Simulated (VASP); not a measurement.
Wanted: the native input for a VASP 6.6.1 run.

```
Task                   : single point
Functional             : PBE
Dispersion             : D3(BJ)
Potentials or basis    : VASP PAW PBE potentials, release 64 (O, H, Ag, F)
Cutoff                 : 520 eV
k mesh                 : 1 × 1 × 1
Occupations            : fermi-dirac, width 0.02 eV
Spin                   : no spin polarisation
Dipole correction      : no
Further INCAR settings : ALGO = Normal; EDIFF = 1e-07; NBANDS = 38
```

The structure of AgH8O4F lies in POSCAR:

```
AgH8O4F
1.0
    5.4737040000      0.0000000000      0.0000000000
    0.0000000000      5.4737040000      0.0000000000
    0.0000000000      0.0000000000      5.4737040000
O H Ag F
4 8 1 1
Direct
    0.8138182116      0.6366803905      0.1281033830
    0.4713809881      0.2223540038      0.6669523964
    0.3918005066      1.0022829148      0.1849022161
    0.8874612146      0.0567622948      0.8358690934
    0.9467994616      0.5998497544      0.2469442995
    0.6565389725      0.5991555261      0.1999377387
    0.3812043910      0.3599938908      0.5918295911
    0.3948879954      0.1823993406      0.8275200851
    0.5007760741      1.0168982466      0.3232363314
    0.2439298873      1.0767480302      0.2414270118
    0.7294146706      0.1241389743      0.7753616198
    0.8306258431     -0.0630651566      0.9555686606
    0.0625901583      0.7772616130      0.6304140670
    0.2118309649      0.5139846802      0.4093206355
```

These files were run (other wordings do the same):

INCAR

```
PREC = Accurate
ENCUT = 520
EDIFF = 1E-7
ISMEAR = -1
SIGMA = 0.02
LREAL = False
LASPH = True
NELM = 60
ALGO = Normal
ISIF = 2
LWAVE = False
LCHARG = False
GGA = PE
IVDW = 12
NBANDS = 38
```

KPOINTS

```
Automatic mesh
0
Gamma
  1 1 1
```

Potentials or basis: VASP PAW PBE potentials, release 64 (O, H, Ag, F).

Launch:

```bash
$ cat potpaw_PBE.64/O/POTCAR potpaw_PBE.64/H/POTCAR potpaw_PBE.64/Ag/POTCAR potpaw_PBE.64/F/POTCAR > POTCAR
$ mpirun -np 1 vasp_gam > vasp.out
```

It gave:

```
Pressure                   : 0.3 GPa
Largest force              : 1.222 eV/Å
Band gap on the k mesh     : 3.30 eV
Dispersion energy per atom : -0.049 eV
```

Caveat: the k points lie up to 1.15 Å⁻¹ apart.

Wall time 16 s on 1 thread of Intel(R) Xeon(R) Platinum 8375C CPU @ 2.90GHz (Ice Lake), on a shared host, peak memory 0.25 GiB.
